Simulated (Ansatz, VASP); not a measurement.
Pd in VASP and in Ansatz

```
CELL_PARAMETERS angstrom
2.80210 0.00000 0.00000
-1.40105 2.42669 0.00000
0.00000 0.00000 4.65955
ATOMIC_POSITIONS crystal
Pd 0.33333 0.66667 0.25000
Pd 0.66667 0.33333 0.75000
```

Alike in both runs: task single point; functional PBE; k mesh 11 × 11 × 6; occupations fermi-dirac, width 0.05 eV; no spin polarisation.

|  | VASP | Ansatz |
| --- | --- | --- |
| version | VASP 6.6.1 | Ansatz 0.2.0 |
| potentials or method | VASP PAW PBE potentials, release 64 (Pd) | Ansatz PAW soft_1 |
| plane-wave cutoff (eV) | 520 | 420 |
| valence electrons in the cell | 20 | 36 |

VASP gave:

```
gap on the k mesh at the Fermi level (eV)                     : none
pressure (GPa)                                                : -4.5
traceless stress, the component that is largest in VASP (GPa) : 0.15
```

**Question.** Which values does Ansatz return?

**Answer.** gap on the k mesh at the Fermi level (eV): none; pressure (GPa): -4.3; traceless stress, the component that is largest in VASP (GPa): 0.20.

A gap of «none» marks a metal or a gap that the smearing closes. VASP's potentials hold 20 valence electrons a cell and Ansatz's 36, so a difference there can come from the potentials and not from the codes.
